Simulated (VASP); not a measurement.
# NbMo2S6 in VASP: single point with PBE

Aim: the single point of NbMo2S6 with PBE.

All numbers are computed with VASP 6.6.1; they aren't measurements. Logs are shortened: lines on timing, memory, paths and dates and some standing lists are left out, and cuts for length are marked.

### Step 1. The cell of the first run

The cell holds a slab with vacuum, 9 atoms: a = 3.241 Å, b = 3.241 Å, c = 27.945 Å, α = 90.00°, β = 90.00°, γ = 120.00°.

### Step 2. Single point, PBE

File INCAR:

```
SYSTEM = NbMo2S6
PREC = Accurate
ENCUT = 520
EDIFF = 1E-6
ISMEAR = -1
SIGMA = 0.15
LREAL = .False.
LASPH = .True.
NELM = 100
ALGO = Normal
ISIF = 2
LWAVE = .False.
LCHARG = .True.
GGA = PE
LELF = .True.
LVHAR = .True.
NBANDS = 48
```

File KPOINTS:

```
regular mesh
0
Gamma
  12 12 2
  0 0 0
```

File POSCAR:

```
NbMo2S6
1.0
    3.2406521919      0.0000000000      0.0000000000
   -1.6203260960      2.8064871230      0.0000000000
    0.0000000000      0.0000000000     27.9451436726
Nb Mo S
1 2 6
Direct
    0.6666666667      0.3333333333      0.0000000000
    0.3333333333      0.6666666667      0.7528711994
    0.3333333333      0.6666666667      0.2471288006
    0.3333333333      0.6666666667      0.0572201643
    0.6666666667      0.3333333333      0.8081291923
    0.6666666667      0.3333333333      0.3023869562
    0.3333333333      0.6666666667      0.9427798357
    0.6666666667      0.3333333333      0.6976130438
    0.6666666667      0.3333333333      0.1918708077
```

Potentials or basis: VASP PAW PBE potentials, release 64 (Nb_sv, Mo_sv, S).

Launch:

```sh
> cat potpaw_PBE.64/Nb_sv/POTCAR potpaw_PBE.64/Mo_sv/POTCAR potpaw_PBE.64/S/POTCAR > POTCAR
> mpirun -np 1 vasp_std > vasp.out
```

OUTCAR:

```text
SYSTEM = NbMo2S6
   PREC = Accurate
   ENCUT = 520
   EDIFF = 1E-6
   ISMEAR = -1
   LREAL = .False.
   LASPH = .True.
   NELM = 100
   ISIF = 2
   GGA = PE

 ion  position               nearest neighbor table
   1  0.667  0.333  0.000-   4 2.46   7 2.46   4 2.46   7 2.46   4 2.46   7 2.46
   2  0.333  0.667  0.753-   5 2.43   5 2.43   5 2.43   8 2.43   8 2.43   8 2.43
   3  0.333  0.667  0.247-   9 2.43   9 2.43   9 2.43   6 2.43   6 2.43   6 2.43
   4  0.333  0.667  0.057-   1 2.46   1 2.46   1 2.46
   5  0.667  0.333  0.808-   2 2.43   2 2.43   2 2.43
   6  0.667  0.333  0.302-   3 2.43   3 2.43   3 2.43
   7  0.333  0.667  0.943-   1 2.46   1 2.46   1 2.46
   8  0.667  0.333  0.698-   2 2.43   2 2.43   2 2.43
   9  0.667  0.333  0.192-   3 2.43   3 2.43   3 2.43

  LATTYP: Found a hexagonal cell.
 ALAT       =     3.2406521919
 C/A-ratio  =     8.6233085249

  Lattice vectors:

 A1 = (   3.2406521919,   0.0000000000,   0.0000000000)
 A2 = (  -1.6203260960,   2.8064871230,   0.0000000000)
 A3 = (   0.0000000000,   0.0000000000,  27.9451436726)

Analysis of symmetry for initial positions (statically):
=====================================================================
 Subroutine PRICEL returns:
 Original cell was already a primitive cell.

 Routine SETGRP: Setting up the symmetry group for a
 hexagonal supercell.

 Subroutine GETGRP returns: Found 12 space group operations
 (whereof 12 operations were pure point group operations)
 out of a pool of 24 trial point group operations.

The static configuration has the point symmetry D_3h.

Analysis of symmetry for dynamics (positions and initial velocities):
=====================================================================
 Subroutine PRICEL returns:
 Original cell was already a primitive cell.

 Routine SETGRP: Setting up the symmetry group for a
 hexagonal supercell.

 Subroutine GETGRP returns: Found 12 space group operations
 (whereof 12 operations were pure point group operations)
 out of a pool of 24 trial point group operations.

The dynamic configuration has the point symmetry D_3h.

 Subroutine INISYM returns: Found 12 space group operations
 (whereof 12 operations are pure point group operations),
 and found     1 'primitive' translations

----------------------------------------------------------------------------------------

                                     Primitive cell

  volume of cell :     254.1569

  direct lattice vectors                    reciprocal lattice vectors
     3.240652192  0.000000000  0.000000000     0.308579860  0.178158665  0.000000000
    -1.620326096  2.806487123  0.000000000     0.000000000  0.356317331  0.000000000
     0.000000000  0.000000000 27.945143673     0.000000000  0.000000000  0.035784393

  length of vectors
     3.240652192  3.240652192 27.945143673     0.356317331  0.356317331  0.035784393

  position of ions in fractional coordinates (direct lattice)
     0.666666667  0.333333333  0.000000000
     0.333333333  0.666666667  0.752871199
     0.333333333  0.666666667  0.247128801
     0.333333333  0.666666667  0.057220164
     0.666666667  0.333333333  0.808129192
     0.666666667  0.333333333  0.302386956
     0.333333333  0.666666667  0.942779836
     0.666666667  0.333333333  0.697613044
     0.666666667  0.333333333  0.191870808

  ion indices of the primitive-cell ions
   primitive index   ion index
                 1           1
                 2           2
                 3           3
                 4           4
                 5           5
                 6           6
                 7           7
                 8           8
                 9           9

----------------------------------------------------------------------------------------

 KPOINTS: regular mesh

Automatic generation of k-mesh.
 Grid dimensions read from file:
 generate k-points for:   12   12    2

 Generating k-lattice:

  Cartesian coordinates                     Fractional coordinates (reciprocal lattice)
     0.025714988  0.014846555  0.000000000     0.083333333  0.000000000  0.000000000
     0.000000000  0.029693111  0.000000000     0.000000000  0.083333333  0.000000000
     0.000000000  0.000000000  0.017892196     0.000000000  0.000000000  0.500000000

  Length of vectors
     0.029693111  0.029693111  0.017892196

  Shift w.r.t. Gamma in fractional coordinates (k-lattice)
     0.000000000  0.000000000  0.000000000

 Subroutine IBZKPT returns following result:
 ===========================================

 Found     38 irreducible k-points:

 Following reciprocal coordinates:
            Coordinates               Weight
  0.000000  0.000000  0.000000      1.000000
  0.083333 -0.000000  0.000000      6.000000
  0.166667 -0.000000  0.000000      6.000000
  0.250000 -0.000000  0.000000      6.000000
  0.333333 -0.000000  0.000000      6.000000
  0.416667 -0.000000  0.000000      6.000000
[... 16 lines left out ...]
  0.250000 -0.000000  0.500000      6.000000
  0.333333 -0.000000  0.500000      6.000000
 [... further k-points ...]
   k-points           NKPTS =     38   k-points in BZ     NKDIM =     38   number of bands    NBANDS=     48
   number of dos      NEDOS =    301   number of ions     NIONS =      9
   total plane-waves  NPLWV = 120960
   dimension x,y,z NGX =    24 NGY =   24 NGZ =  210
   dimension x,y,z NGXF=    48 NGYF=   48 NGZF=  420
   ions per type =               1   2   6
   NGX,Y,Z   is equivalent  to a cutoff of  12.31, 12.31, 12.49 a.u.
   NGXF,Y,Z  is equivalent  to a cutoff of  24.62, 24.62, 24.99 a.u.
 SYSTEM =  NbMo2S6
   PREC   = accura    normal or accurate (medium, high low for compatibility)
   ISTART =      0    job   : 0-new  1-cont  2-samecut
   ICHARG =      2    charge: 1-file 2-atom 10-const
   ISPIN  =      1    spin polarized calculation?
   LNONCOLLINEAR =      F non collinear calculations
   LSORBIT =      F    spin-orbit coupling
   LASPH  =      T    aspherical Exc in radial PAW
   ENCUT  =  520.0 eV  38.22 Ry    6.18 a.u.   6.03  6.03 51.96*2*pi/ulx,y,z
   NELM   =    100;   NELMIN=  2; NELMDL= -5     # of ELM steps
   EDIFF  = 0.1E-05   stopping-criterion for ELM
   LREAL  =      F    real-space projection
   EDIFFG = 0.1E-04   stopping-criterion for IOM
   NSW    =      0    number of steps for IOM
   IBRION =     -1    ionic relax: 0-MD 1-quasi-New 2-CG
   NFREE  =      0    steps in history (QN), initial steepest desc. (CG)
   ISIF   =      2    stress and relaxation
   ISYM   =      2    0-nonsym 1-usesym 2-fastsym
   POTIM  = 0.5000    time-step for ionic-motion
   TEBEG  =    0.0;   TEEND  =   0.0 temperature during run
   PSTRESS=    0.0 pullay stress
   NELECT =      77.0000    total number of electrons
   NUPDOWN=      -1.0000    fix difference up-down
   EMIN   =  10.00;   EMAX   =-10.00  energy-range for DOS
   EFERMI =   0.00;   METHOD = LEGACY
   ISMEAR =    -1;   SIGMA  =   0.15  broadening in eV -4-tet -1-fermi 0-gaus
   EFERMI_NEDOS =   21; number of points for ismear=-14 and -15
   IALGO  =     38    algorithm
   IMIX   =      4    mixing-type and parameters
     AMIX     =   0.40;   BMIX     =  1.00
     AMIX_MAG =   1.60;   BMIX_MAG =  1.00
  volume/ion in A,a.u.               =      28.24       190.57
  Fermi-wavevector in a.u.,A,eV,Ry     =   1.099523  2.077798 16.448786  1.208952
  Thomas-Fermi vector in A             =   2.235919
   LORBIT       =      0    0 simple, 1 ext, 2 COOP (PROOUT), +10 PAW based schemes
   GGA     = PE    functional components
   LHFCALC =     F    Hartree Fock is set to
   AEXX    =    0.0000 exact exchange contribution
   IVDW    =     0    specifies the selected vdW correction
   LEPSILON=     F    determine dielectric tensor
   LRPA    =     F    only Hartree local field effects (RPA)
 non-spin polarized calculation
  energy-cutoff  :      520.00
  volume of cell :      254.16
 maximum number of plane-waves:      6936
   NGX = 13   NGY = 13   NGZ =103

 number of electron      77.0000008 magnetization

 Free energy of the ion-electron system (eV)
  ---------------------------------------------------
  ext. energy  EPLUGINS =         0.00000000
  ---------------------------------------------------
  free energy    TOTEN  =       -65.30130263 eV

  energy without entropy =      -65.14077129  energy(sigma->0) =      -65.22103696

 E-fermi :   2.6263     XC(G=0):  -7.5166

 val. band max:        2.5815030742   @ k =   0.4167   0.0833   0.5000
 cond. band min:       2.6706083229   @ k =   0.1667   0.0833   0.5000
 fundamental gap:      0.0891052486
 Fermi energy:         2.6262844215

 k-point     1 :       0.0000    0.0000    0.0000
  band No.  band energies     occupation
      1     -58.8274      2.00000
      2     -58.8274      2.00000
      3     -52.1976      2.00000
      4     -32.9321      2.00000
      5     -32.9321      2.00000
      6     -32.7884      2.00000
[... 40 lines left out ...]
     47       5.0217      0.00000
     48       5.8224      0.00000

 k-point     2 :       0.0833   -0.0000    0.0000
  band No.  band energies     occupation
      1     -58.8254      2.00000
      2     -58.8254      2.00000
      3     -52.1941      2.00000
      4     -32.9281      2.00000
      5     -32.9281      2.00000
      6     -32.8096      2.00000
[... 40 lines left out ...]
     47       4.9143      0.00000
     48       5.6802      0.00000

 k-point     3 :       0.1667   -0.0000    0.0000
  band No.  band energies     occupation
      1     -58.8201      2.00000
      2     -58.8201      2.00000
      3     -52.1848      2.00000
      4     -32.9169      2.00000
      5     -32.9169      2.00000
      6     -32.8671      2.00000
[... 40 lines left out ...]
     47       5.3092      0.00000
     48       5.4183      0.00000

 k-point     4 :       0.2500   -0.0000    0.0000
  band No.  band energies     occupation
      1     -58.8127      2.00000
      2     -58.8127      2.00000
      3     -52.1721      2.00000
      4     -32.9448      2.00000
      5     -32.9448      2.00000
      6     -32.9016      2.00000
[... 958 lines left out ...]
     47       5.3092      0.00000
     48       5.4183      0.00000

 k-point    23 :       0.2500   -0.0000    0.5000
  band No.  band energies     occupation
      1     -58.8127      2.00000
      2     -58.8127      2.00000
      3     -52.1721      2.00000
      4     -32.9448      2.00000
      5     -32.9448      2.00000
      6     -32.9016      2.00000
[... 40 lines left out ...]
     47       5.5627      0.00000
     48       5.7421      0.00000

 k-point    24 :       0.3333   -0.0000    0.5000
  band No.  band energies     occupation
      1     -58.8054      2.00000
      2     -58.8054      2.00000
      3     -52.1593      2.00000
      4     -33.0215      2.00000
      5     -33.0215      2.00000
      6     -32.8863      2.00000
[... 40 lines left out ...]
     47       5.7652      0.00000
     48       6.0701      0.00000

 [... further k-points ...]

------------------------ aborting loop because EDIFF is reached ----------------------------------------

  FORCE on cell =-STRESS in cart. coord.  units (eV):
  Direction    XX          YY          ZZ          XY          YZ          ZX
  --------------------------------------------------------------------------------------
  -------------------------------------------------------------------------------------
  Total       -0.2068879     -0.2068879     -0.2521601      0.0000000      0.0000000      0.0000000
  in kB       -1.3041988     -1.3041988     -1.5895901      0.0000000      0.0000000      0.0000000
  external PRESSURE =      -1.3993292 kB  Pullay stress =       0.0000000 kB

 VOLUME and BASIS-vectors are now :
 -----------------------------------------------------------------------------
  energy-cutoff  :      520.00
  volume of cell :      254.16
      direct lattice vectors                 reciprocal lattice vectors
     3.240652192  0.000000000  0.000000000     0.308579860  0.178158665  0.000000000
    -1.620326096  2.806487123  0.000000000     0.000000000  0.356317331  0.000000000
     0.000000000  0.000000000 27.945143673     0.000000000  0.000000000  0.035784393

 POSITION                                       TOTAL-FORCE (eV/Angst)
 -----------------------------------------------------------------------------------
      1.62033      0.93550      0.00000         0.000000     -0.000000      0.000000
     -0.00000      1.87099     21.03909        -0.000000      0.000000      0.000714
     -0.00000      1.87099      6.90605        -0.000000      0.000000     -0.000714
     -0.00000      1.87099      1.59903        -0.000000      0.000000     -0.036051
      1.62033      0.93550     22.58329        -0.000000      0.000000     -0.011830
      1.62033      0.93550      8.45025        -0.000000      0.000000     -0.010515
     -0.00000      1.87099     26.34612        -0.000000      0.000000      0.036051
      1.62033      0.93550     19.49490        -0.000000      0.000000      0.010515
      1.62033      0.93550      5.36186        -0.000000      0.000000      0.011830
 -----------------------------------------------------------------------------------
    total drift:                               -0.000000      0.000000      0.000000

  FREE ENERGIE OF THE ION-ELECTRON SYSTEM (eV)
  ---------------------------------------------------
  free  energy   TOTEN  =       -65.3013026252 eV

  energy  without entropy=      -65.1407712932  energy(sigma->0) =      -65.22103696
```

It took 12 min on 1 thread of Intel Xeon Platinum 8375C at 2.90GHz (Ice Lake), shared host; peak memory 0.59 GiB.

Results:

```
Free energy            : -65.3013 eV
Largest force          : 0.036 eV/Å
Band gap on the k mesh : zero (an odd number of electrons rules out a gap without spin polarisation)
```

Forces in eV/Å, atoms in the order of the input:
```
Nb   0.000  0.000  0.000
Mo   0.000  0.000  0.001
Mo   0.000  0.000 -0.001
S    0.000  0.000 -0.036
S    0.000  0.000 -0.012
S    0.000  0.000 -0.011
S    0.000  0.000  0.036
S    0.000  0.000  0.011
S    0.000  0.000  0.012
```

Levels at points of the mesh, in eV from the Fermi level:
| k point | band 36 | band 37 | band 38 | band 39 | band 40 | band 41 |
| --- | --- | --- | --- | --- | --- | --- |
| (0.00, 0.00, 0.00) | -1.02 | -0.37 | -0.27 | 0.70 | 2.10 | 2.10 |
| (0.50, 0.00, 0.00) | -1.11 | -1.11 | -0.82 | -0.19 | 1.52 | 1.52 |
| (0.00, 0.00, 0.50) | -1.02 | -0.37 | -0.27 | 0.70 | 2.10 | 2.10 |
| (0.50, 0.00, 0.50) | -1.11 | -1.11 | -0.82 | -0.19 | 1.52 | 1.52 |
